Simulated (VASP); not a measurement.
# Si4F (P6/mmm) in VASP: notebook, part 2 of 2

VASP 6.6.1. Earlier steps stand in the parts before.

## 4. Relaxation of cell and atoms, PBE

The input, INCAR:

```
ALGO     = Normal         # electronic algorithm
EDIFF    = 1E-6           # SCF threshold, eV
EDIFFG   = -0.04          # ionic threshold
ENCUT    = 600            # plane-wave cutoff, eV
GGA      = PE             # functional
IBRION   = 2              # ionic algorithm
ISIF     = 3              # what is computed and relaxed
ISMEAR   = 0              # smearing method
LASPH    = True           # aspherical terms in the spheres
LCHARG   = False          # write CHGCAR
LREAL    = False          # projectors in reciprocal space
LWAVE    = False          # write WAVECAR
NELM     = 80             # most SCF steps
NSW      = 90             # ionic steps
PREC     = Accurate       # precision mode
SIGMA    = 0.1            # smearing width, eV
```

The input, KPOINTS:

```
k-points
0
Gamma
  6 6 4
```

The input, POSCAR:

```
Si4F
1.0
    4.8694301300      0.0000000000      0.0000000000
   -2.4347150700      4.2170502000      0.0000000000
    0.0000000000      0.0000000000      4.1208975800
Si F
4 1
Direct
    0.0000000000      0.0000000000      0.5000000000
    0.5000000000      0.0000000000      0.0000000000
    0.0000000000      0.5000000000      0.0000000000
    0.5000000000      0.5000000000      0.0000000000
    0.0000000000      0.0000000000      0.0000000000
```

Potentials or basis: VASP PAW PBE potentials, release 64 (Si, F).

Command:

```sh
$ cat potpaw_PBE.64/Si/POTCAR potpaw_PBE.64/F/POTCAR > POTCAR
$ mpirun -np 1 vasp_std > vasp.out
```

OUTCAR:

```text
EDIFF = 1E-6
   EDIFFG = -0.04
   ENCUT = 600
   GGA = PE
   IBRION = 2
   ISIF = 3
   ISMEAR = 0
   LASPH = True
   LREAL = False
   NELM = 80
   NSW = 90
   PREC = Accurate

 ion  position               nearest neighbor table
   1  0.000  0.000  0.500-   5 2.06   5 2.06
   2  0.500  0.000  0.000-   5 2.43   5 2.43   3 2.43   3 2.43   4 2.43   4 2.43
   3  0.000  0.500  0.000-   4 2.43   4 2.43   2 2.43   2 2.43   5 2.43   5 2.43
   4  0.500  0.500  0.000-   3 2.43   3 2.43   5 2.43   5 2.43   2 2.43   2 2.43
   5  0.000  0.000  0.000-   1 2.06   1 2.06   2 2.43   2 2.43   4 2.43   4 2.43   3 2.43   3 2.43

  LATTYP: Found a hexagonal cell.
 ALAT       =     4.8694301300
 C/A-ratio  =     0.8462792298

  Lattice vectors:

 A1 = (   4.8694301300,   0.0000000000,   0.0000000000)
 A2 = (  -2.4347150700,   4.2170502000,   0.0000000000)
 A3 = (   0.0000000000,   0.0000000000,   4.1208975800)

Analysis of symmetry for initial positions (statically):
=====================================================================
 Subroutine PRICEL returns:
 Original cell was already a primitive cell.

 Routine SETGRP: Setting up the symmetry group for a
 hexagonal supercell.

 Subroutine GETGRP returns: Found 24 space group operations
 (whereof 24 operations were pure point group operations)
 out of a pool of 24 trial point group operations.

The static configuration has the point symmetry D_6h.

Analysis of symmetry for dynamics (positions and initial velocities):
=====================================================================
 Subroutine PRICEL returns:
 Original cell was already a primitive cell.

 Routine SETGRP: Setting up the symmetry group for a
 hexagonal supercell.

 Subroutine GETGRP returns: Found 24 space group operations
 (whereof 24 operations were pure point group operations)
 out of a pool of 24 trial point group operations.

The dynamic configuration has the point symmetry D_6h.

 Subroutine INISYM returns: Found 24 space group operations
 (whereof 24 operations are pure point group operations),
 and found     1 'primitive' translations

----------------------------------------------------------------------------------------

                                     Primitive cell

  volume of cell :      84.6211

  direct lattice vectors                    reciprocal lattice vectors
     4.869430130  0.000000000  0.000000000     0.205362840  0.118566291  0.000000000
    -2.434715070  4.217050200  0.000000000     0.000000000  0.237132581  0.000000000
     0.000000000  0.000000000  4.120897580     0.000000000  0.000000000  0.242665580

  length of vectors
     4.869430130  4.869430137  4.120897580     0.237132582  0.237132581  0.242665580

  position of ions in fractional coordinates (direct lattice)
     0.000000000  0.000000000  0.500000000
     0.500000000  0.000000000  0.000000000
     0.000000000  0.500000000  0.000000000
     0.500000000  0.500000000  0.000000000
     0.000000000  0.000000000  0.000000000

  ion indices of the primitive-cell ions
   primitive index   ion index
                 1           1
                 2           2
                 3           3
                 4           4
                 5           5

----------------------------------------------------------------------------------------

 KPOINTS: k-points

Automatic generation of k-mesh.
 Grid dimensions read from file:
 generate k-points for:    6    6    4

 Generating k-lattice:

  Cartesian coordinates                     Fractional coordinates (reciprocal lattice)
     0.034227140  0.019761048  0.000000000     0.166666667  0.000000000  0.000000000
     0.000000000  0.039522097  0.000000000     0.000000000  0.166666667  0.000000000
     0.000000000  0.000000000  0.060666395     0.000000000  0.000000000  0.250000000

  Length of vectors
     0.039522097  0.039522097  0.060666395

  Shift w.r.t. Gamma in fractional coordinates (k-lattice)
     0.000000000  0.000000000  0.000000000

 Subroutine IBZKPT returns following result:
 ===========================================

 Found     21 irreducible k-points:

 Following reciprocal coordinates:
            Coordinates               Weight
  0.000000  0.000000  0.000000      1.000000
  0.166667 -0.000000  0.000000      6.000000
  0.333333 -0.000000  0.000000      6.000000
  0.500000 -0.000000  0.000000      3.000000
  0.166667  0.166667  0.000000      6.000000
  0.333333  0.166667  0.000000     12.000000
[... 13 lines left out ...]
  0.333333  0.166667  0.500000     12.000000
  0.333333  0.333333  0.500000      2.000000
   k-points           NKPTS =     21   k-points in BZ     NKDIM =     21   number of bands    NBANDS=     15
   number of dos      NEDOS =    301   number of ions     NIONS =      5
   total plane-waves  NPLWV =  57600
   dimension x,y,z NGX =    40 NGY =   40 NGZ =   36
   dimension x,y,z NGXF=    80 NGYF=   80 NGZF=   72
   ions per type =               4   1
   NGX,Y,Z   is equivalent  to a cutoff of  13.66, 13.66, 14.52 a.u.
   NGXF,Y,Z  is equivalent  to a cutoff of  27.31, 27.31, 29.05 a.u.
 SYSTEM =  unknown system
   PREC   = accura    normal or accurate (medium, high low for compatibility)
   ISTART =      0    job   : 0-new  1-cont  2-samecut
   ICHARG =      2    charge: 1-file 2-atom 10-const
   ISPIN  =      1    spin polarized calculation?
   LNONCOLLINEAR =      F non collinear calculations
   LSORBIT =      F    spin-orbit coupling
   LASPH  =      T    aspherical Exc in radial PAW
   ENCUT  =  600.0 eV  44.10 Ry    6.64 a.u.   9.73  9.73  8.23*2*pi/ulx,y,z
   NELM   =     80;   NELMIN=  2; NELMDL= -5     # of ELM steps
   EDIFF  = 0.1E-05   stopping-criterion for ELM
   LREAL  =      F    real-space projection
   EDIFFG = -.4E-01   stopping-criterion for IOM
   NSW    =     90    number of steps for IOM
   IBRION =      2    ionic relax: 0-MD 1-quasi-New 2-CG
   NFREE  =      1    steps in history (QN), initial steepest desc. (CG)
   ISIF   =      3    stress and relaxation
   ISYM   =      2    0-nonsym 1-usesym 2-fastsym
   POTIM  = 0.5000    time-step for ionic-motion
   TEBEG  =    0.0;   TEEND  =   0.0 temperature during run
   PSTRESS=    0.0 pullay stress
   NELECT =      23.0000    total number of electrons
   NUPDOWN=      -1.0000    fix difference up-down
   EMIN   =  10.00;   EMAX   =-10.00  energy-range for DOS
   EFERMI =   0.00;   METHOD = LEGACY
   ISMEAR =     0;   SIGMA  =   0.10  broadening in eV -4-tet -1-fermi 0-gaus
   EFERMI_NEDOS =   21; number of points for ismear=-14 and -15
   IALGO  =     38    algorithm
   IMIX   =      4    mixing-type and parameters
     AMIX     =   0.40;   BMIX     =  1.00
     AMIX_MAG =   1.60;   BMIX_MAG =  1.00
  volume/ion in A,a.u.               =      16.92       114.21
  Fermi-wavevector in a.u.,A,eV,Ry     =   1.060452  2.003965 15.300559  1.124559
  Thomas-Fermi vector in A             =   2.195834
   LORBIT       =      0    0 simple, 1 ext, 2 COOP (PROOUT), +10 PAW based schemes
   GGA     = PE    functional components
   LHFCALC =     F    Hartree Fock is set to
   AEXX    =    0.0000 exact exchange contribution
   IVDW    =     0    specifies the selected vdW correction
   LEPSILON=     F    determine dielectric tensor
   LRPA    =     F    only Hartree local field effects (RPA)
 conjugate gradient relaxation of ions
 non-spin polarized calculation
 Gauss-broadening in eV      SIGMA  =   0.10
  energy-cutoff  :      600.00
  volume of cell :       84.62
 maximum number of plane-waves:      2860
 NGX is ok and might be reduce to    40
   NGX = 19   NGY = 19   NGZ = 17

--------------------------------------- Ionic step        1  -------------------------------------------

 number of electron      22.9999996 magnetization

 Free energy of the ion-electron system (eV)
  ---------------------------------------------------
  ext. energy  EPLUGINS =         0.00000000
  ---------------------------------------------------
  free energy    TOTEN  =       -20.04929455 eV

  energy without entropy =      -20.04352138  energy(sigma->0) =      -20.04640797

------------------------ aborting loop because EDIFF is reached ----------------------------------------

  FORCE on cell =-STRESS in cart. coord.  units (eV):
  Direction    XX          YY          ZZ          XY          YZ          ZX
  --------------------------------------------------------------------------------------
  -------------------------------------------------------------------------------------
  Total        7.7440185      7.7440185      0.5451928     -0.0000000      0.0000000     -0.0000000
  in kB      146.6216943    146.6216947     10.3224303     -0.0000002      0.0000000     -0.0000000
  external PRESSURE =     101.1886064 kB  Pullay stress =       0.0000000 kB
[... 180 lines left out ...]
  energy  without entropy=      -20.4876198648  energy(sigma->0) =      -20.49318171

--------------------------------------- Ionic step        6  -------------------------------------------

 number of electron      22.9999991 magnetization

 Free energy of the ion-electron system (eV)
  ---------------------------------------------------
  ext. energy  EPLUGINS =         0.00000000
  ---------------------------------------------------
  free energy    TOTEN  =       -20.50718397 eV

  energy without entropy =      -20.49505361  energy(sigma->0) =      -20.50111879

 E-fermi :   5.2107     XC(G=0):  -9.5666

 val. band max:        5.2070350544   @ k =   0.0000   0.0000   0.5000
 cond. band min:       5.2646793326   @ k =   0.1667   0.1667   0.0000
 fundamental gap:      0.0576442782
 Fermi energy:         5.2107276571

 k-point     1 :       0.0000    0.0000    0.0000
  band No.  band energies     occupation
      1     -20.0763      2.00000
      2      -5.4373      2.00000
      3      -3.3838      2.00000
      4      -2.3835      2.00000
      5      -2.3835      2.00000
      6       0.2566      2.00000
      7       0.3322      2.00000
      8       0.6772      2.00000
      9       0.6772      2.00000
     10       4.2406      2.00000
     11       4.2406      2.00000
     12       4.4277      2.00000
     13       8.5163      0.00000
     14       8.5163      0.00000
     15       8.8950      0.00000
[... 390 lines left out ...]
  FREE ENERGIE OF THE ION-ELECTRON SYSTEM (eV)
  ---------------------------------------------------
  free  energy   TOTEN  =       -20.5071839686 eV

  energy  without entropy=      -20.4950536150  energy(sigma->0) =      -20.50111879

 reached required accuracy - stopping structural energy minimisation
```

Wall time 2 min (1 thread of Intel Xeon Platinum 8259CL at 2.50GHz (Skylake/Cascade Lake), shared host); peak memory 0.24 GiB.

What came out:

- Free energy: -20.5072 eV
- Relaxed volume: 18.77 Å³/atom
- Relaxed cell: a = 5.193 Å, b = 5.193 Å, c = 4.017 Å, α = 90.00°, β = 90.00°, γ = 120.00°
- Space group after relaxing (to 0.1 Å): P6/mmm (No. 191)
- Energy gained by relaxing: 91.6 meV/atom
- Ionic steps: 6
- Pressure after relaxing: -0.1 GPa
- Band gap on the k mesh: zero (an odd number of electrons rules out a gap without spin polarisation)

The path:
```csv
step,energy change (eV),largest force (eV/Å),pressure (GPa),volume (Å³)
1,0.0000,0.0000,10.12,84.62
2,-0.4179,0.0000,-2.24,98.25
3,-0.4319,0.0000,-0.67,95.68
4,-0.4320,0.0000,-0.79,95.91
5,-0.4494,0.0000,-0.47,94.92
6,-0.4579,0.0000,-0.10,93.83
```

Final structure:
```yaml
crystal:
  lattice:
    - [5.19316, 0.00000, 0.00000]
    - [-2.59658, 4.49741, 0.00000]
    - [0.00000, 0.00000, 4.01732]
  atoms:
    - { symbol: Si, position: [0.00000, 0.00000, 0.50000] }
    - { symbol: Si, position: [0.50000, 0.00000, 0.00000] }
    - { symbol: Si, position: [0.00000, 0.50000, 0.00000] }
    - { symbol: Si, position: [0.50000, 0.50000, 0.00000] }
    - { symbol: F, position: [0.00000, 0.00000, 0.00000] }
```

Caveat: the k points lie up to 0.39 Å⁻¹ apart in the final cell, too coarse for converged energies and pressures of a metal; an odd number of electrons without spin polarisation forces a metal; a magnetic or distorted state may lie lower.

## 5. Single point, PBE, collinear spin

The input, INCAR:

```
  ALGO = Normal
  EDIFF = 1E-6
  ENCUT = 520
  GGA = PE
  ISIF = 2
  ISMEAR = 0
  ISPIN = 2
  LASPH = True
  LCHARG = False
  LORBIT = 11
  LREAL = False
  LWAVE = False
  MAGMOM = 0 0 0 0 1
  NBANDS = 24
  NELM = 150
  PREC = Accurate
  SIGMA = 0.1
```

KPOINTS is that of step 4.

POSCAR is that of step 4.

Potentials or basis: VASP PAW PBE potentials, release 64 (Si, F).

Command:

```sh
$ cat potpaw_PBE.64/Si/POTCAR potpaw_PBE.64/F/POTCAR > POTCAR
$ mpirun -np 1 vasp_std > vasp.out
```

OUTCAR:

```text
EDIFF = 1E-6
   ENCUT = 520
   GGA = PE
   ISIF = 2
   ISMEAR = 0
   ISPIN = 2
   LASPH = True
   LORBIT = 11
   LREAL = False
   NELM = 150
   PREC = Accurate

 ion  position               nearest neighbor table
   1  0.000  0.000  0.500-   5 2.06   5 2.06
   2  0.500  0.000  0.000-   5 2.43   5 2.43   3 2.43   3 2.43   4 2.43   4 2.43
   3  0.000  0.500  0.000-   4 2.43   4 2.43   2 2.43   2 2.43   5 2.43   5 2.43
   4  0.500  0.500  0.000-   3 2.43   3 2.43   5 2.43   5 2.43   2 2.43   2 2.43
   5  0.000  0.000  0.000-   1 2.06   1 2.06   2 2.43   2 2.43   4 2.43   4 2.43   3 2.43   3 2.43

  LATTYP: Found a hexagonal cell.
 ALAT       =     4.8694301300
 C/A-ratio  =     0.8462792298

  Lattice vectors:

 A1 = (   4.8694301300,   0.0000000000,   0.0000000000)
 A2 = (  -2.4347150700,   4.2170502000,   0.0000000000)
 A3 = (   0.0000000000,   0.0000000000,   4.1208975800)

Analysis of symmetry for initial positions (statically):
=====================================================================
[... 1300 lines left out ...]
  -------------------------------------------------------------------------------------
  Total        7.7462815      7.7462815      0.5564948     -0.0000000      0.0000000      0.0000000
  in kB      146.6645404    146.6645408     10.5364167     -0.0000002      0.0000000      0.0000000
  external PRESSURE =     101.2884993 kB  Pullay stress =       0.0000000 kB

 VOLUME and BASIS-vectors are now :
 -----------------------------------------------------------------------------
  energy-cutoff  :      520.00
  volume of cell :       84.62
      direct lattice vectors                 reciprocal lattice vectors
     4.869430130  0.000000000  0.000000000     0.205362840  0.118566291  0.000000000
    -2.434715070  4.217050200  0.000000000     0.000000000  0.237132581  0.000000000
     0.000000000  0.000000000  4.120897580     0.000000000  0.000000000  0.242665580

 POSITION                                       TOTAL-FORCE (eV/Angst)
 -----------------------------------------------------------------------------------
      0.00000      0.00000      2.06045         0.000000      0.000000      0.000000
      2.43472      0.00000      0.00000        -0.000000      0.000000      0.000000
     -1.21736      2.10853      0.00000        -0.000000      0.000000      0.000000
      1.21736      2.10853      0.00000         0.000000      0.000000      0.000000
      0.00000      0.00000      0.00000         0.000000      0.000000      0.000000
 -----------------------------------------------------------------------------------
    total drift:                               -0.000000     -0.000000     -0.000000

  FREE ENERGIE OF THE ION-ELECTRON SYSTEM (eV)
  ---------------------------------------------------
  free  energy   TOTEN  =       -20.0465695304 eV

  energy  without entropy=      -20.0407920546  energy(sigma->0) =      -20.04368079

 total charge

# of ion       s       p       d       tot
------------------------------------------
    1        0.954   0.506   0.000   1.460
    2        0.867   0.731   0.000   1.599
    3        0.867   0.731   0.000   1.599
    4        0.867   0.731   0.000   1.599
    5        1.777   4.342   0.000   6.119
--------------------------------------------------
tot          5.333   7.042   0.000  12.375

 magnetization (x)

# of ion       s       p       d       tot
------------------------------------------
    1        0.000   0.000   0.000   0.000
    2       -0.000  -0.000   0.000  -0.000
    3       -0.000  -0.000   0.000  -0.000
    4       -0.000  -0.000   0.000  -0.000
    5        0.000   0.000   0.000   0.000
--------------------------------------------------
tot         -0.000   0.000   0.000   0.000
```

OSZICAR:

```text
N       E                     dE             d eps       ncg     rms          rms(c)
DAV:   1     0.586406626509E+02    0.58641E+02   -0.91056E+03  2016   0.808E+02
DAV:   2    -0.165682161717E+02   -0.75209E+02   -0.71227E+02  2520   0.146E+02
DAV:   3    -0.204199868244E+02   -0.38518E+01   -0.37876E+01  2600   0.299E+01
DAV:   4    -0.204504146705E+02   -0.30428E-01   -0.30415E-01  2384   0.306E+00
DAV:   5    -0.204507913690E+02   -0.37670E-03   -0.37669E-03  2624   0.332E-01    0.949E+00
DAV:   6    -0.200557548107E+02    0.39504E+00   -0.31607E+00  2400   0.124E+01    0.372E+00
DAV:   7    -0.200519816916E+02    0.37731E-02   -0.37746E-01  2344   0.401E+00    0.175E+00
DAV:   8    -0.200468325196E+02    0.51492E-02   -0.76038E-02  2552   0.154E+00    0.817E-01
DAV:   9    -0.200462474054E+02    0.58511E-03   -0.73355E-03  2536   0.659E-01    0.238E-01
DAV:  10    -0.200465776493E+02   -0.33024E-03   -0.40286E-03  2400   0.398E-01    0.122E-01
DAV:  11    -0.200465311004E+02    0.46549E-04   -0.37425E-04  2560   0.152E-01    0.680E-02
DAV:  12    -0.200465695998E+02   -0.38499E-04   -0.19273E-04  2360   0.914E-02    0.265E-02
DAV:  13    -0.200465677945E+02    0.18053E-05   -0.32571E-05  2488   0.478E-02    0.740E-03
DAV:  14    -0.200465695074E+02   -0.17130E-05   -0.87355E-06  2448   0.169E-02    0.422E-03
DAV:  15    -0.200465695304E+02   -0.22944E-07   -0.25050E-07  1520   0.433E-03
   1 F= -.20046570E+02 E0= -.20043681E+02  d E =-.577748E-02  mag=    -0.0000
```

stdout:

```text
POSCAR found type information on POSCAR SiF
 POSCAR found :  2 types and       5 ions
 scaLAPACK will be used
 LDA part: xc-table for (Slater+PW92), standard interpolation
 POSCAR, INCAR and KPOINTS ok, starting setup
 FFT: planning ... GRIDC
 FFT: planning ... GRID_SOFT
 FFT: planning ... GRID
 WAVECAR not read
 entering main loop
```

Run time: 68 s. Hardware: 1 thread of Intel Xeon Platinum 8259CL at 2.50GHz (Skylake/Cascade Lake), shared host; peak memory 0.25 GiB.

What came out:

| Quantity | Value |
| --- | --- |
| Free energy | -20.0466 eV |
| Pressure | 10.1 GPa |
| Net moment | 0.00 μB per cell |
| Valence electrons inside the program's atomic spheres | Si 1.46, 1.60 (each value once); F 6.12 |

Levels at points of the mesh, in eV from the Fermi level:
Spin up:
```tsv
k point	band 9	band 10	band 11	band 12	band 13	band 14	band 15	band 16
(0.00, 0.00, 0.00)	-4.20	-1.62	-0.75	-0.75	3.34	3.34	3.82	3.82
(0.50, 0.00, 0.00)	-1.81	-1.06	0.04	0.53	0.95	1.94	2.62	2.87
(0.00, 0.00, 0.50)	-3.72	-0.30	-0.30	-0.09	0.27	0.27	1.42	1.42
(0.50, 0.00, 0.50)	-3.19	-2.74	-1.46	-0.36	1.32	2.40	3.85	4.38
```
Spin down:
```tsv
k point	band 9	band 10	band 11	band 12	band 13	band 14	band 15	band 16
(0.00, 0.00, 0.00)	-4.20	-1.62	-0.75	-0.75	3.34	3.34	3.82	3.82
(0.50, 0.00, 0.00)	-1.81	-1.06	0.04	0.53	0.95	1.94	2.62	2.87
(0.00, 0.00, 0.50)	-3.72	-0.30	-0.30	-0.09	0.27	0.27	1.42	1.42
(0.50, 0.00, 0.50)	-3.19	-2.74	-1.46	-0.36	1.32	2.40	3.85	4.38
```

Caveat: the k points lie up to 0.38 Å⁻¹ apart.

## 6. Overview

```csv
task,spin,cell,cutoff (eV),gap on the mesh (eV),pressure (GPa)
single point,off,"a = 4.869, b = 4.869, c = 4.121 Å, angles 90.0, 90.0, 120.0°, 5 atoms",520,none,10.1
single point,off,"a = 5.191, b = 5.191, c = 4.003 Å, angles 90.0, 90.0, 120.0°, 5 atoms",520,none,0.1
relaxation of cell and atoms,off,"relaxed from a = 4.869, b = 4.869, c = 4.121 Å, angles 90.0, 90.0, 120.0°, 5 atoms",600,none,-0.1
single point,collinear,"a = 4.869, b = 4.869, c = 4.121 Å, angles 90.0, 90.0, 120.0°, 5 atoms",520,none,10.1
```

Alike in all rows: level PBE; potentials or basis VASP PAW PBE potentials, release 64 (Si, F); k mesh 6 × 6 × 4; smearing gaussian 0.1 eV.

Caveats: all runs use coarse meshes; an odd number of electrons without spin polarisation forces a metal (at least some runs); a magnetic or distorted state may lie lower (at least some runs).

Absolute energies hang on the potentials; compare differences alone.

The gap in the log of VASP goes by the Fermi energy; the results here count the filled bands.